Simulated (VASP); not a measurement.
# AlN (I-4m2) in VASP: a series of runs

Aim: see how the results for AlN move with the level of theory and the settings. Levels: PBE, r2SCAN. Tasks: single point.

Program: VASP 6.6.1. These are calculated values, not measurements. Logs are shortened: lines on timing, memory, paths and dates and some standing lists are left out, and cuts for length are marked.

### 1 The cell of the first run

The structure is tetragonal, space group I-4m2 (No. 119). The conventional cell has a = 3.218 Å, b = 3.218 Å, c = 4.158 Å, α = 90.00°, β = 90.00°, γ = 90.00°. Within 2.5 Å of Al (site symmetry -4m2) lie 4 N at 1.92 Å. N (site symmetry -4m2) has 4 Al at 1.92 Å within 2.5 Å.

### 2 Single point, PBE (epitaxial xy strain +4.2%)

Contents of INCAR:

```
PREC     = Accurate       # precision mode
ENCUT    = 520            # plane-wave cutoff, eV
EDIFF    = 1E-6           # SCF threshold, eV
ISMEAR   = -1             # smearing method
SIGMA    = 0.02           # smearing width, eV
LREAL    = F              # projectors in reciprocal space
LASPH    = T              # aspherical terms in the spheres
NELM     = 100            # most SCF steps
ALGO     = Normal         # electronic algorithm
ISIF     = 2              # what is computed and relaxed
LWAVE    = F              # write WAVECAR
LCHARG   = F              # write CHGCAR
GGA      = PE             # functional
NBANDS   = 11             # bands
```

Contents of KPOINTS:

```
regular mesh
0
Gamma
  10 10 10
```

Contents of POSCAR:

```
AlN
1.0
    0.0000000000      2.2757672799      2.0787988040
    2.2757672799      0.0000000000      2.0787988040
    2.2757672799      2.2757672799      0.0000000000
Al N
1 1
Direct
    0.0000000000      0.0000000000      0.0000000000
    0.2500000000      0.2500000000      0.2500000000
```

Potentials or basis: VASP PAW PBE potentials, release 64 (Al, N).

Started as:

```sh
cat potpaw_PBE.64/Al/POTCAR potpaw_PBE.64/N/POTCAR > POTCAR
mpirun -np 1 vasp_std > vasp.out
```

OUTCAR:

```text
PREC = Accurate
   ENCUT = 520
   EDIFF = 1E-6
   ISMEAR = -1
   LREAL = F
   LASPH = T
   NELM = 100
   ISIF = 2
   GGA = PE

 ion  position               nearest neighbor table
   1  0.000  0.000  0.000-   2 1.92   2 1.92   2 1.92   2 1.92
   2  0.250  0.250  0.250-   1 1.92   1 1.92   1 1.92   1 1.92

  LATTYP: Found a body centered tetragonal cell.
 ALAT       =     3.2184209520
 C/A-ratio  =     1.2918128703

  Lattice vectors:

 A1 = (   0.0000000000,  -2.2757672799,  -2.0787988040)
 A2 = (   0.0000000000,   2.2757672799,  -2.0787988040)
 A3 = (   2.2757672799,   0.0000000000,   2.0787988040)

Analysis of symmetry for initial positions (statically):
=====================================================================
 Subroutine PRICEL returns:
 Original cell was already a primitive cell.

 Routine SETGRP: Setting up the symmetry group for a
 body centered tetragonal supercell.

 Subroutine GETGRP returns: Found  8 space group operations
 (whereof  8 operations were pure point group operations)
 out of a pool of 16 trial point group operations.

The static configuration has the point symmetry D_2d.

Analysis of symmetry for dynamics (positions and initial velocities):
=====================================================================
 Subroutine PRICEL returns:
 Original cell was already a primitive cell.

 Routine SETGRP: Setting up the symmetry group for a
 body centered tetragonal supercell.

 Subroutine GETGRP returns: Found  8 space group operations
 (whereof  8 operations were pure point group operations)
 out of a pool of 16 trial point group operations.

The dynamic configuration has the point symmetry D_2d.

 Subroutine INISYM returns: Found  8 space group operations
 (whereof  8 operations are pure point group operations),
 and found     1 'primitive' translations

----------------------------------------------------------------------------------------

                                     Primitive cell

  volume of cell :      21.5327

  direct lattice vectors                    reciprocal lattice vectors
     0.000000000  2.275767280  2.078798804    -0.219706120  0.219706120  0.240523517
     2.275767280  0.000000000  2.078798804     0.219706120 -0.219706120  0.240523517
     2.275767280  2.275767280  0.000000000     0.219706120  0.219706120 -0.240523517

  length of vectors
     3.082291547  3.082291547  3.218420952     0.392928901  0.392928901  0.392928901

  position of ions in fractional coordinates (direct lattice)
     0.000000000  0.000000000  0.000000000
     0.250000000  0.250000000  0.250000000

  ion indices of the primitive-cell ions
   primitive index   ion index
                 1           1
                 2           2

----------------------------------------------------------------------------------------

 KPOINTS: regular mesh

Automatic generation of k-mesh.
 Grid dimensions read from file:
 generate k-points for:   10   10   10

 Generating k-lattice:

  Cartesian coordinates                     Fractional coordinates (reciprocal lattice)
    -0.021970612  0.021970612  0.024052352     0.100000000  0.000000000  0.000000000
     0.021970612 -0.021970612  0.024052352     0.000000000  0.100000000  0.000000000
     0.021970612  0.021970612 -0.024052352    -0.000000000 -0.000000000  0.100000000

  Length of vectors
     0.039292890  0.039292890  0.039292890

  Shift w.r.t. Gamma in fractional coordinates (k-lattice)
     0.000000000  0.000000000  0.000000000

 Subroutine IBZKPT returns following result:
 ===========================================

 Found    102 irreducible k-points:

 Following reciprocal coordinates:
            Coordinates               Weight
  0.000000  0.000000  0.000000      1.000000
  0.100000  0.000000  0.000000      8.000000
  0.200000  0.000000  0.000000      8.000000
  0.300000  0.000000  0.000000      8.000000
  0.400000 -0.000000  0.000000      8.000000
  0.500000  0.000000  0.000000      4.000000
[... 16 lines left out ...]
  0.300000  0.300000  0.000000      2.000000
  0.400000  0.300000  0.000000      8.000000
 [... further k-points ...]
   k-points           NKPTS =    102   k-points in BZ     NKDIM =    102   number of bands    NBANDS=     11
   number of dos      NEDOS =    301   number of ions     NIONS =      2
   total plane-waves  NPLWV =  13824
   dimension x,y,z NGX =    24 NGY =   24 NGZ =   24
   dimension x,y,z NGXF=    48 NGYF=   48 NGZF=   48
   ions per type =               1   1
   NGX,Y,Z   is equivalent  to a cutoff of  12.94, 12.94, 12.40 a.u.
   NGXF,Y,Z  is equivalent  to a cutoff of  25.89, 25.89, 24.79 a.u.
 SYSTEM =  unknown system
   PREC   = accura    normal or accurate (medium, high low for compatibility)
   ISTART =      0    job   : 0-new  1-cont  2-samecut
   ICHARG =      2    charge: 1-file 2-atom 10-const
   ISPIN  =      1    spin polarized calculation?
   LNONCOLLINEAR =      F non collinear calculations
   LSORBIT =      F    spin-orbit coupling
   LASPH  =      T    aspherical Exc in radial PAW
   ENCUT  =  520.0 eV  38.22 Ry    6.18 a.u.   5.73  5.73  5.98*2*pi/ulx,y,z
   NELM   =    100;   NELMIN=  2; NELMDL= -5     # of ELM steps
   EDIFF  = 0.1E-05   stopping-criterion for ELM
   LREAL  =      F    real-space projection
[... 7 lines left out ...]
   TEBEG  =    0.0;   TEEND  =   0.0 temperature during run
   PSTRESS=    0.0 pullay stress
   NELECT =       8.0000    total number of electrons
   NUPDOWN=      -1.0000    fix difference up-down
   EMIN   =  10.00;   EMAX   =-10.00  energy-range for DOS
   EFERMI =   0.00;   METHOD = LEGACY
   ISMEAR =    -1;   SIGMA  =   0.02  broadening in eV -4-tet -1-fermi 0-gaus
   EFERMI_NEDOS =   21; number of points for ismear=-14 and -15
   IALGO  =     38    algorithm
   IMIX   =      4    mixing-type and parameters
     AMIX     =   0.40;   BMIX     =  1.00
     AMIX_MAG =   1.60;   BMIX_MAG =  1.00
  volume/ion in A,a.u.               =      10.77        72.65
  Fermi-wavevector in a.u.,A,eV,Ry     =   1.176898  2.224014 18.845274  1.385089
  Thomas-Fermi vector in A             =   2.313254
   LORBIT       =      0    0 simple, 1 ext, 2 COOP (PROOUT), +10 PAW based schemes
   GGA     = PE    functional components
   LHFCALC =     F    Hartree Fock is set to
   AEXX    =    0.0000 exact exchange contribution
   IVDW    =     0    specifies the selected vdW correction
   LEPSILON=     F    determine dielectric tensor
   LRPA    =     F    only Hartree local field effects (RPA)
 non-spin polarized calculation
  energy-cutoff  :      520.00
  volume of cell :       21.53
 maximum number of plane-waves:       592
   NGX = 11   NGY = 11   NGZ = 11

 number of electron       8.0000001 magnetization

 Free energy of the ion-electron system (eV)
  ---------------------------------------------------
  ext. energy  EPLUGINS =         0.00000000
  ---------------------------------------------------
  free energy    TOTEN  =       -14.80519439 eV

  energy without entropy =      -14.80519439  energy(sigma->0) =      -14.80519439

 E-fermi :   6.3736     XC(G=0): -10.7983

 val. band max:        5.9063604201   @ k =   0.0000   0.0000   0.0000
 cond. band min:       8.8005393129   @ k =   0.5000   0.5000   0.0000
 fundamental gap:      2.8941788928
 Fermi energy:         6.3736319837

 k-point     1 :       0.0000    0.0000    0.0000
  band No.  band energies     occupation
      1      -9.1130      2.00000
      2       5.5915      2.00000
      3       5.5915      2.00000
      4       5.9064      2.00000
      5       9.5618      0.00000
      6      17.8670      0.00000
      7      17.9863      0.00000
      8      17.9863      0.00000
      9      21.7040      0.00000
     10      23.4327      0.00000
     11      23.4328      0.00000

 k-point     2 :       0.1000    0.0000    0.0000
  band No.  band energies     occupation
      1      -8.9713      2.00000
      2       4.8686      2.00000
      3       5.5130      2.00000
      4       5.7828      2.00000
      5      10.2393      0.00000
      6      17.4193      0.00000
      7      17.9959      0.00000
      8      18.1789      0.00000
      9      20.8749      0.00000
     10      21.9750      0.00000
     11      24.6952      0.00000

 k-point     3 :       0.2000    0.0000    0.0000
  band No.  band energies     occupation
      1      -8.5690      2.00000
      2       3.3019      2.00000
      3       5.3181      2.00000
      4       5.6964      2.00000
      5      11.3653      0.00000
      6      16.4993      0.00000
      7      17.4975      0.00000
      8      18.5420      0.00000
      9      21.0215      0.00000
     10      21.2358      0.00000
     11      23.7314      0.00000

 k-point     4 :       0.3000    0.0000    0.0000
  band No.  band energies     occupation
      1      -7.9866      2.00000
      2       1.7008      2.00000
      3       5.0957      2.00000
      4       5.6119      2.00000
      5      12.1610      0.00000
      6      15.7547      0.00000
      7      16.6576      0.00000
      8      18.4470      0.00000
      9      21.6171      0.00000
     10      22.4583      0.00000
     11      23.4499      0.00000

 k-point     5 :       0.4000   -0.0000    0.0000
  band No.  band energies     occupation
      1      -7.4080      2.00000
      2       0.4585      2.00000
      3       4.9284      2.00000
      4       5.5496      2.00000
      5      12.4657      0.00000
      6      15.4304      0.00000
      7      16.0524      0.00000
      8      18.0013      0.00000
      9      22.4498      0.00000
     10      24.3820      0.00000
     11      24.3901      0.00000
[... 211 lines left out ...]
 k-point    21 :      -0.3000    0.2000    0.0000
  band No.  band energies     occupation
      1      -7.3083      2.00000
      2       1.3357      2.00000
      3       3.9041      2.00000
      4       4.7970      2.00000
      5      13.1592      0.00000
      6      13.9800      0.00000
      7      17.1824      0.00000
      8      17.9555      0.00000
      9      21.8070      0.00000
     10      23.0951      0.00000
     11      27.2707      0.00000

 k-point    22 :      -0.2000    0.2000    0.0000
  band No.  band energies     occupation
      1      -7.8538      2.00000
      2       2.1674      2.00000
      3       4.3373      2.00000
      4       5.1217      2.00000
      5      12.9163      0.00000
      6      14.7051      0.00000
      7      17.3195      0.00000
      8      17.5337      0.00000
      9      20.4066      0.00000
     10      23.0812      0.00000
     11      27.5802      0.00000

 k-point    23 :       0.3000    0.3000    0.0000
  band No.  band energies     occupation
      1      -7.4672      2.00000
      2       2.4288      2.00000
      3       4.1123      2.00000
      4       4.1123      2.00000
      5      11.1956      0.00000
      6      14.3855      0.00000
      7      18.3902      0.00000
      8      19.3169      0.00000
      9      19.3169      0.00000
     10      24.7037      0.00000
     11      28.3570      0.00000

 k-point    24 :       0.4000    0.3000    0.0000
  band No.  band energies     occupation
      1      -7.0070      2.00000
      2       1.8200      2.00000
      3       3.8021      2.00000
      4       3.9046      2.00000
      5      10.6173      0.00000
      6      14.1480      0.00000
      7      18.3400      0.00000
      8      19.3522      0.00000
      9      20.1533      0.00000
     10      25.9250      0.00000
     11      28.5212      0.00000

 [... further k-points ...]
[... 5 lines left out ...]
  --------------------------------------------------------------------------------------
  -------------------------------------------------------------------------------------
  Total       -0.7634174     -0.7634174      0.4729394      0.0000000      0.0000000      0.0000000
  in kB      -56.8034178    -56.8034178     35.1898950      0.0000000      0.0000000      0.0000000
  external PRESSURE =     -26.1389802 kB  Pullay stress =       0.0000000 kB

 VOLUME and BASIS-vectors are now :
 -----------------------------------------------------------------------------
  energy-cutoff  :      520.00
  volume of cell :       21.53
      direct lattice vectors                 reciprocal lattice vectors
     0.000000000  2.275767280  2.078798804    -0.219706120  0.219706120  0.240523517
     2.275767280  0.000000000  2.078798804     0.219706120 -0.219706120  0.240523517
     2.275767280  2.275767280  0.000000000     0.219706120  0.219706120 -0.240523517

 POSITION                                       TOTAL-FORCE (eV/Angst)
 -----------------------------------------------------------------------------------
      0.00000      0.00000      0.00000        -0.000000     -0.000000      0.000000
      1.13788      1.13788      1.03940         0.000000      0.000000     -0.000000
 -----------------------------------------------------------------------------------
    total drift:                                0.000000      0.000000     -0.000001

  FREE ENERGIE OF THE ION-ELECTRON SYSTEM (eV)
  ---------------------------------------------------
  free  energy   TOTEN  =       -14.8051943869 eV

  energy  without entropy=      -14.8051943869  energy(sigma->0) =      -14.80519439
```

Wall time 12 s (1 thread of Intel Xeon 8259CL, shared host); peak memory 0.15 GiB.

Results:

| Property | Result |
| --- | --- |
| Free energy | -14.8052 eV |
| Pressure | -2.6 GPa |
| Band gap on the k mesh | 2.89 eV, indirect (least direct gap 3.66 eV) |

Caveat: the cell differs from its parent crystal (epitaxial xy strain +4.2%). A k mesh can miss the band edges.

### 3 Single point, r2SCAN (epitaxial xy strain +4.2%)

POSCAR is that of step 2.

Contents of INCAR.step1:

```
SYSTEM = AlN
ALGO     = Normal         ! electronic algorithm
EDIFF    = 1E-4           ! SCF threshold, eV
ENCUT    = 520            ! plane-wave cutoff, eV
GGA      = PE             ! functional
ISMEAR   = 0              ! smearing method
LASPH    = .True.         ! aspherical terms in the spheres
LCHARG   = .False.        ! write CHGCAR
LREAL    = .False.        ! projectors in reciprocal space
LWAVE    = .True.         ! write WAVECAR
NBANDS   = 11             ! bands
NELM     = 100            ! most SCF steps
PREC     = Accurate       ! precision mode
SIGMA    = 0.01           ! smearing width, eV
```

Contents of INCAR.step2:

```
SYSTEM = AlN
ALGO     = Normal         ! electronic algorithm
EDIFF    = 1E-7           ! SCF threshold, eV
ENCUT    = 520            ! plane-wave cutoff, eV
ISIF     = 2              ! what is computed and relaxed
ISMEAR   = 0              ! smearing method
ISTART   = 1            
LASPH    = .True.         ! aspherical terms in the spheres
LCHARG   = .True.         ! write CHGCAR
LELF     = .True.         ! ELF
LMIXTAU  = .True.       
LREAL    = .False.        ! projectors in reciprocal space
LVHAR    = .True.       
LWAVE    = .False.        ! write WAVECAR
METAGGA  = R2SCAN         ! meta-GGA
NBANDS   = 11             ! bands
NELM     = 100            ! most SCF steps
PREC     = Accurate       ! precision mode
SIGMA    = 0.01           ! smearing width, eV
```

Contents of KPOINTS:

```
k-points
0
Gamma
  10 10 10
  0 0 0
```

Potentials or basis: VASP PAW PBE potentials, release 64 (Al, N).

Started as:

```sh
cat potpaw_PBE.64/Al/POTCAR potpaw_PBE.64/N/POTCAR > POTCAR
cp INCAR.step1 INCAR
mpirun -np 1 vasp_std > vasp.out
cp INCAR.step2 INCAR
mpirun -np 1 vasp_std > vasp.out
```

It took 88 s on 1 thread of Intel Xeon 8259CL, shared host; peak memory 0.15 GiB.

Results (log left out):

```
Free energy            : -19.1191 eV
Pressure               : -7.3 GPa
Band gap on the k mesh : 3.49 eV, indirect (least direct gap 4.33 eV)
```

Stress tensor (GPa, compression positive):
```
-10.80   0.00   0.00
  0.00 -10.80   0.00
  0.00   0.00  -0.38
```

Levels at points of the mesh, in eV from the valence-band top:
```
           k point  band 1  band 2  band 3  band 4  band 5  band 6  band 7  band 8  band 9
(0.00, 0.00, 0.00)  -15.79   -0.32   -0.32    0.00    4.33   12.89   13.03   13.03   16.59
(0.50, 0.00, 0.00)  -13.85   -5.98   -1.06   -0.38    7.40   10.41   10.70   12.69   18.24
(0.50, 0.50, 0.00)  -13.03   -4.51   -2.48   -2.48    3.49    8.06   15.55   15.80   15.80
(0.50, 0.00, 0.50)  -13.38   -5.36   -1.73   -1.73    3.86    9.51   13.88   15.22   17.84
```

Caveat: the cell differs from its parent crystal (epitaxial xy strain +4.2%); the PAW data sets were made with another functional, which shifts forces and pressure a little. A k mesh can miss the band edges.
